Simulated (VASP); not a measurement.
# HfO2 (Fm-3m) in VASP: a series of runs

Runs on HfO2. Level: LDA. Tasks: single point.

Program: VASP 6.6.1. These are calculated values, not measurements. Logs are shortened: lines on timing, memory, paths and dates and some standing lists are left out, and cuts for length are marked.

### Step 1. The cell of the first run

Symmetry: Fm-3m, No. 225, cubic system. Conventional cell: a = 5.046 Å, b = 5.046 Å, c = 5.046 Å, α = 90.00°, β = 90.00°, γ = 90.00°. Within 2.9 Å of Hf (site symmetry m-3m) lie 8 O at 2.18 Å. O (site symmetry -43m) has 4 Hf at 2.18 Å and 6 O at 2.52 Å within 2.9 Å.

### Step 2. Single point, LDA (volume scaled by 0.96)

File INCAR:

```
ALGO     = Normal         # electronic algorithm
EDIFF    = 1E-6           # SCF threshold, eV
ENCUT    = 520            # plane-wave cutoff, eV
ISIF     = 2              # what is computed and relaxed
ISMEAR   = -1             # smearing method
LASPH    = True           # aspherical terms in the spheres
LCHARG   = False          # write CHGCAR
LREAL    = False          # projectors in reciprocal space
LWAVE    = False          # write WAVECAR
NBANDS   = 18             # bands
NELM     = 60             # most SCF steps
PREC     = Accurate       # precision mode
SIGMA    = 0.01           # smearing width, eV
```

File KPOINTS:

```
k-points
0
Gamma
  9 9 9
```

File POSCAR:

```
HfO2
1.0
    0.0000000000      2.5229349520      2.5229349520
    2.5229349520      0.0000000000      2.5229349520
    2.5229349520      2.5229349520      0.0000000000
Hf O
1 2
Direct
    0.0000000000      0.0000000000      0.0000000000
    0.2500000000      0.2500000000      0.2500000000
    0.7500000000      0.7500000000      0.7500000000
```

Potentials or basis: VASP PAW LDA potentials, release 64 (Hf_pv, O).

Started as:

```sh
$ cat potpaw_LDA.64/Hf_pv/POTCAR potpaw_LDA.64/O/POTCAR > POTCAR
$ mpirun -np 1 vasp_std > vasp.out
```

OUTCAR:

```text
EDIFF = 1E-6
   ENCUT = 520
   ISIF = 2
   ISMEAR = -1
   LASPH = True
   LREAL = False
   NELM = 60
   PREC = Accurate

 ion  position               nearest neighbor table
   1  0.000  0.000  0.000-   3 2.18   3 2.18   3 2.18   2 2.18   3 2.18   2 2.18   2 2.18   2 2.18

   2  0.250  0.250  0.250-   1 2.18   1 2.18   1 2.18   1 2.18
   3  0.750  0.750  0.750-   1 2.18   1 2.18   1 2.18   1 2.18

  LATTYP: Found a face centered cubic cell.
 ALAT       =     5.0458699040

  Lattice vectors:

 A1 = (   0.0000000000,   2.5229349520,   2.5229349520)
 A2 = (   2.5229349520,   0.0000000000,   2.5229349520)
 A3 = (   2.5229349520,   2.5229349520,   0.0000000000)

Analysis of symmetry for initial positions (statically):
=====================================================================
 Subroutine PRICEL returns:
 Original cell was already a primitive cell.

 Routine SETGRP: Setting up the symmetry group for a
 face centered cubic supercell.

 Subroutine GETGRP returns: Found 48 space group operations
 (whereof 48 operations were pure point group operations)
 out of a pool of 48 trial point group operations.

The static configuration has the point symmetry O_h .

Analysis of symmetry for dynamics (positions and initial velocities):
=====================================================================
 Subroutine PRICEL returns:
 Original cell was already a primitive cell.

 Routine SETGRP: Setting up the symmetry group for a
 face centered cubic supercell.

 Subroutine GETGRP returns: Found 48 space group operations
 (whereof 48 operations were pure point group operations)
 out of a pool of 48 trial point group operations.

The dynamic configuration has the point symmetry O_h .

 Subroutine INISYM returns: Found 48 space group operations
 (whereof 48 operations are pure point group operations),
 and found     1 'primitive' translations

----------------------------------------------------------------------------------------

                                     Primitive cell

  volume of cell :      32.1180

  direct lattice vectors                    reciprocal lattice vectors
     0.000000000  2.522934952  2.522934952    -0.198181883  0.198181883  0.198181883
     2.522934952  0.000000000  2.522934952     0.198181883 -0.198181883  0.198181883
     2.522934952  2.522934952  0.000000000     0.198181883  0.198181883 -0.198181883

  length of vectors
     3.567968826  3.567968826  3.567968826     0.343261091  0.343261091  0.343261091

  position of ions in fractional coordinates (direct lattice)
     0.000000000  0.000000000  0.000000000
     0.250000000  0.250000000  0.250000000
     0.750000000  0.750000000  0.750000000

  ion indices of the primitive-cell ions
   primitive index   ion index
                 1           1
                 2           2
                 3           3

----------------------------------------------------------------------------------------

 KPOINTS: k-points

Automatic generation of k-mesh.
 Grid dimensions read from file:
 generate k-points for:    9    9    9

 Generating k-lattice:

  Cartesian coordinates                     Fractional coordinates (reciprocal lattice)
    -0.022020209  0.022020209  0.022020209     0.111111111  0.000000000  0.000000000
     0.022020209 -0.022020209  0.022020209     0.000000000  0.111111111  0.000000000
     0.022020209  0.022020209 -0.022020209     0.000000000  0.000000000  0.111111111

  Length of vectors
     0.038140121  0.038140121  0.038140121

  Shift w.r.t. Gamma in fractional coordinates (k-lattice)
     0.000000000  0.000000000  0.000000000

 Subroutine IBZKPT returns following result:
 ===========================================

 Found     35 irreducible k-points:

 Following reciprocal coordinates:
            Coordinates               Weight
  0.000000  0.000000  0.000000      1.000000
  0.111111  0.000000  0.000000      8.000000
  0.222222  0.000000  0.000000      8.000000
  0.333333  0.000000  0.000000      8.000000
  0.444444  0.000000  0.000000      8.000000
  0.111111  0.111111  0.000000      6.000000
[... 16 lines left out ...]
 -0.333333  0.333333  0.000000     12.000000
  0.444444  0.444444  0.000000      6.000000
 [... further k-points ...]
   k-points           NKPTS =     35   k-points in BZ     NKDIM =     35   number of bands    NBANDS=     18
   number of dos      NEDOS =    301   number of ions     NIONS =      3
   total plane-waves  NPLWV =  21952
   dimension x,y,z NGX =    28 NGY =   28 NGZ =   28
   dimension x,y,z NGXF=    56 NGYF=   56 NGZF=   56
   ions per type =               1   2
   NGX,Y,Z   is equivalent  to a cutoff of  13.05, 13.05, 13.05 a.u.
   NGXF,Y,Z  is equivalent  to a cutoff of  26.09, 26.09, 26.09 a.u.
 SYSTEM =  unknown system
   PREC   = accura    normal or accurate (medium, high low for compatibility)
   ISTART =      0    job   : 0-new  1-cont  2-samecut
   ICHARG =      2    charge: 1-file 2-atom 10-const
   ISPIN  =      1    spin polarized calculation?
   LNONCOLLINEAR =      F non collinear calculations
   LSORBIT =      F    spin-orbit coupling
   LASPH  =      T    aspherical Exc in radial PAW
   ENCUT  =  520.0 eV  38.22 Ry    6.18 a.u.   6.63  6.63  6.63*2*pi/ulx,y,z
   NELM   =     60;   NELMIN=  2; NELMDL= -5     # of ELM steps
   EDIFF  = 0.1E-05   stopping-criterion for ELM
   LREAL  =      F    real-space projection
   EDIFFG = 0.1E-04   stopping-criterion for IOM
   NSW    =      0    number of steps for IOM
   IBRION =     -1    ionic relax: 0-MD 1-quasi-New 2-CG
   NFREE  =      0    steps in history (QN), initial steepest desc. (CG)
   ISIF   =      2    stress and relaxation
   ISYM   =      2    0-nonsym 1-usesym 2-fastsym
   POTIM  = 0.5000    time-step for ionic-motion
   TEBEG  =    0.0;   TEEND  =   0.0 temperature during run
   PSTRESS=    0.0 pullay stress
   NELECT =      22.0000    total number of electrons
   NUPDOWN=      -1.0000    fix difference up-down
   EMIN   =  10.00;   EMAX   =-10.00  energy-range for DOS
   EFERMI =   0.00;   METHOD = LEGACY
   ISMEAR =    -1;   SIGMA  =   0.01  broadening in eV -4-tet -1-fermi 0-gaus
   EFERMI_NEDOS =   21; number of points for ismear=-14 and -15
   IALGO  =     38    algorithm
   IMIX   =      4    mixing-type and parameters
     AMIX     =   0.40;   BMIX     =  1.00
     AMIX_MAG =   1.60;   BMIX_MAG =  1.00
  volume/ion in A,a.u.               =      10.71        72.25
  Fermi-wavevector in a.u.,A,eV,Ry     =   1.443111  2.727084 28.335068  2.082569
  Thomas-Fermi vector in A             =   2.561555
   LORBIT       =      0    0 simple, 1 ext, 2 COOP (PROOUT), +10 PAW based schemes
   GGA     = CA    functional components
   LHFCALC =     F    Hartree Fock is set to
   AEXX    =    0.0000 exact exchange contribution
   IVDW    =     0    specifies the selected vdW correction
   LEPSILON=     F    determine dielectric tensor
   LRPA    =     F    only Hartree local field effects (RPA)
 non-spin polarized calculation
  energy-cutoff  :      520.00
  volume of cell :       32.12
 maximum number of plane-waves:       893
   NGX = 13   NGY = 13   NGZ = 13

 number of electron      21.9999992 magnetization

 Free energy of the ion-electron system (eV)
  ---------------------------------------------------
  ext. energy  EPLUGINS =         0.00000000
  ---------------------------------------------------
  free energy    TOTEN  =       -33.03317990 eV

  energy without entropy =      -33.03317990  energy(sigma->0) =      -33.03317990

 E-fermi :   4.4145     XC(G=0): -12.3876

 val. band max:        4.1266750918   @ k =  -0.4444   0.4444   0.0000
 cond. band min:       7.8744584557   @ k =   0.4444   0.4444   0.0000
 fundamental gap:      3.7477833638
 Fermi energy:         4.4144886671

 k-point     1 :       0.0000    0.0000    0.0000
  band No.  band energies     occupation
      1     -25.2499      2.00000
      2     -25.2499      2.00000
      3     -25.2499      2.00000
      4     -14.3852      2.00000
      5     -11.1497      2.00000
      6      -1.3163      2.00000
[... 10 lines left out ...]
     17      14.7268      0.00000
     18      16.8644      0.00000

 k-point     2 :       0.1111    0.0000    0.0000
  band No.  band energies     occupation
      1     -25.3100      2.00000
      2     -25.2564      2.00000
      3     -25.2564      2.00000
      4     -14.2065      2.00000
      5     -11.3001      2.00000
      6      -1.1930      2.00000
[... 10 lines left out ...]
     17      14.4987      0.00000
     18      16.8605      0.00000

 k-point     3 :       0.2222    0.0000    0.0000
  band No.  band energies     occupation
      1     -25.4568      2.00000
      2     -25.2729      2.00000
      3     -25.2729      2.00000
      4     -13.7610      2.00000
      5     -11.6253      2.00000
      6      -0.8752      2.00000
[... 10 lines left out ...]
     17      14.0510      0.00000
     18      16.8151      0.00000

 k-point     4 :       0.3333    0.0000    0.0000
  band No.  band energies     occupation
      1     -25.6153      2.00000
      2     -25.2915      2.00000
      3     -25.2915      2.00000
      4     -13.3054      2.00000
      5     -11.8668      2.00000
      6      -0.5160      2.00000
[... 375 lines left out ...]
      4     -12.4679      2.00000
      5     -12.1693      2.00000
      6      -1.8130      2.00000
[... 10 lines left out ...]
     17      16.3085      0.00000
     18      16.8490      0.00000

 k-point    23 :      -0.3333    0.3333    0.0000
  band No.  band energies     occupation
      1     -25.5889      2.00000
      2     -25.5583      2.00000
      3     -25.3431      2.00000
      4     -12.4951      2.00000
      5     -12.1805      2.00000
      6      -1.3794      2.00000
[... 10 lines left out ...]
     17      16.0468      0.00000
     18      16.8360      0.00000

 k-point    24 :       0.4444    0.4444    0.0000
  band No.  band energies     occupation
      1     -25.7396      2.00000
      2     -25.3831      2.00000
      3     -25.3831      2.00000
      4     -12.5045      2.00000
      5     -12.1299      2.00000
      6      -2.3459      2.00000
[... 10 lines left out ...]
     17      16.1862      0.00000
     18      16.8594      0.00000

 [... further k-points ...]

------------------------ aborting loop because EDIFF is reached ----------------------------------------

  FORCE on cell =-STRESS in cart. coord.  units (eV):
  Direction    XX          YY          ZZ          XY          YZ          ZX
  --------------------------------------------------------------------------------------
  -------------------------------------------------------------------------------------
  Total       -2.0423775     -2.0423775     -2.0423775      0.0000000      0.0000000     -0.0000000
  in kB     -101.8822324   -101.8822324   -101.8822324      0.0000000      0.0000000     -0.0000000
  external PRESSURE =    -101.8822324 kB  Pullay stress =       0.0000000 kB

 VOLUME and BASIS-vectors are now :
 -----------------------------------------------------------------------------
  energy-cutoff  :      520.00
  volume of cell :       32.12
      direct lattice vectors                 reciprocal lattice vectors
     0.000000000  2.522934952  2.522934952    -0.198181883  0.198181883  0.198181883
     2.522934952  0.000000000  2.522934952     0.198181883 -0.198181883  0.198181883
     2.522934952  2.522934952  0.000000000     0.198181883  0.198181883 -0.198181883

 POSITION                                       TOTAL-FORCE (eV/Angst)
 -----------------------------------------------------------------------------------
      0.00000      0.00000      0.00000         0.000000     -0.000000     -0.000000
      1.26147      1.26147      1.26147        -0.000000     -0.000000      0.000000
      3.78440      3.78440      3.78440         0.000000      0.000000      0.000000
 -----------------------------------------------------------------------------------
    total drift:                                0.000000      0.000000      0.000000

  FREE ENERGIE OF THE ION-ELECTRON SYSTEM (eV)
  ---------------------------------------------------
  free  energy   TOTEN  =       -33.0331798994 eV

  energy  without entropy=      -33.0331798994  energy(sigma->0) =      -33.03317990
```

Run time: 35 s. Hardware: 1 thread of AMD EPYC 7R13, shared host; peak memory 0.12 GiB.

What came out:

```
Free energy            : -33.0332 eV
Pressure               : -10.2 GPa
Band gap on the k mesh : 3.75 eV, indirect (least direct gap 3.87 eV)
```

Caveat: spin-orbit coupling is left out, which moves the levels of the heavy elements. A k mesh can miss the band edges.

### Step 3. Single point, LDA (volume scaled by 0.98)

File INCAR:

```
SYSTEM = HfO2
ALGO = Normal
EDIFF = 1E-6
ENCUT = 520
GGA = CA
ISIF = 2
ISMEAR = -1
LASPH = .TRUE.
LCHARG = .FALSE.
LREAL = .FALSE.
LWAVE = .FALSE.
NBANDS = 18
NELM = 100
PREC = Accurate
SIGMA = 0.01
```

File KPOINTS:

```
k-points
0
G
  9 9 9
  0 0 0
```

File POSCAR:

```
HfO2
1.0
    0.0000000000      2.5403350533      2.5403350533
    2.5403350533      0.0000000000      2.5403350533
    2.5403350533      2.5403350533      0.0000000000
Hf O
1 2
Direct
    0.0000000000      0.0000000000      0.0000000000
    0.2500000000      0.2500000000      0.2500000000
    0.7500000000      0.7500000000      0.7500000000
```

Potentials or basis: VASP PAW LDA potentials, release 64 (Hf_pv, O).

Started as:

```sh
$ cat potpaw_LDA.64/Hf_pv/POTCAR potpaw_LDA.64/O/POTCAR > POTCAR
$ mpirun -np 1 vasp_std > vasp.out
```

OUTCAR:

```text
SYSTEM = HfO2
   EDIFF = 1E-6
   ENCUT = 520
   GGA = CA
   ISIF = 2
   ISMEAR = -1
   LASPH = .TRUE.
   LREAL = .FALSE.
   NELM = 100
   PREC = Accurate

 ion  position               nearest neighbor table
   1  0.000  0.000  0.000-   3 2.20   3 2.20   3 2.20   2 2.20   3 2.20   2 2.20   2 2.20   2 2.20

   2  0.250  0.250  0.250-   1 2.20   1 2.20   1 2.20   1 2.20
   3  0.750  0.750  0.750-   1 2.20   1 2.20   1 2.20   1 2.20

  LATTYP: Found a face centered cubic cell.
 ALAT       =     5.0806701066

  Lattice vectors:

[... 693 lines left out ...]

  FORCE on cell =-STRESS in cart. coord.  units (eV):
  Direction    XX          YY          ZZ          XY          YZ          ZX
  --------------------------------------------------------------------------------------
  -------------------------------------------------------------------------------------
  Total       -3.0728446     -3.0728446     -3.0728446      0.0000000     -0.0000000      0.0000000
  in kB     -150.1578988   -150.1578988   -150.1578988      0.0000000     -0.0000000      0.0000000
  external PRESSURE =    -150.1578988 kB  Pullay stress =       0.0000000 kB

 VOLUME and BASIS-vectors are now :
 -----------------------------------------------------------------------------
  energy-cutoff  :      520.00
  volume of cell :       32.79
      direct lattice vectors                 reciprocal lattice vectors
     0.000000000  2.540335053  2.540335053    -0.196824430  0.196824430  0.196824430
     2.540335053  0.000000000  2.540335053     0.196824430 -0.196824430  0.196824430
     2.540335053  2.540335053  0.000000000     0.196824430  0.196824430 -0.196824430

 POSITION                                       TOTAL-FORCE (eV/Angst)
 -----------------------------------------------------------------------------------
      0.00000      0.00000      0.00000         0.000000      0.000000      0.000000
      1.27017      1.27017      1.27017         0.000000      0.000000      0.000000
      3.81050      3.81050      3.81050        -0.000000     -0.000000     -0.000000
 -----------------------------------------------------------------------------------
    total drift:                                0.000000      0.000000      0.000000

  FREE ENERGIE OF THE ION-ELECTRON SYSTEM (eV)
  ---------------------------------------------------
  free  energy   TOTEN  =       -32.9813625613 eV

  energy  without entropy=      -32.9813625613  energy(sigma->0) =      -32.98136256
```

OSZICAR:

```text
N       E                     dE             d eps       ncg     rms          rms(c)
DAV:   1     0.855872146218E+02    0.85587E+02   -0.12627E+04  1260   0.121E+03
DAV:   2    -0.348933459426E+02   -0.12048E+03   -0.11787E+03  1584   0.285E+02
DAV:   3    -0.386265870360E+02   -0.37332E+01   -0.37160E+01  1500   0.444E+01
DAV:   4    -0.386490212803E+02   -0.22434E-01   -0.22424E-01  1528   0.371E+00
DAV:   5    -0.386491537454E+02   -0.13247E-03   -0.13246E-03  1438   0.277E-01    0.488E+01
DAV:   6    -0.332309735425E+02    0.54182E+01   -0.20151E+01  1292   0.317E+01    0.425E+01
DAV:   7    -0.330578860784E+02    0.17309E+00   -0.72172E-01  1436   0.692E+00    0.295E+01
DAV:   8    -0.330071926132E+02    0.50693E-01   -0.34913E-01  1402   0.502E+00    0.955E+00
DAV:   9    -0.329817590346E+02    0.25434E-01   -0.72942E-02  1362   0.222E+00    0.286E+00
DAV:  10    -0.329813699528E+02    0.38908E-03   -0.21132E-03  1462   0.339E-01    0.470E-01
DAV:  11    -0.329813618105E+02    0.81423E-05   -0.13365E-04  1424   0.986E-02    0.584E-02
DAV:  12    -0.329813625613E+02   -0.75082E-06   -0.26227E-06  1602   0.125E-02
   1 F= -.32981363E+02 E0= -.32981363E+02  d E =-.449988E-14
```

Wall time 45 s (1 thread of AMD EPYC 7R13, shared host); peak memory 0.12 GiB.

Results:

```
Free energy            : -32.9814 eV
Pressure               : -15.0 GPa
Band gap on the k mesh : 3.69 eV, indirect (least direct gap 3.81 eV)
```

Caveat: spin-orbit coupling is left out, which moves the levels of the heavy elements.
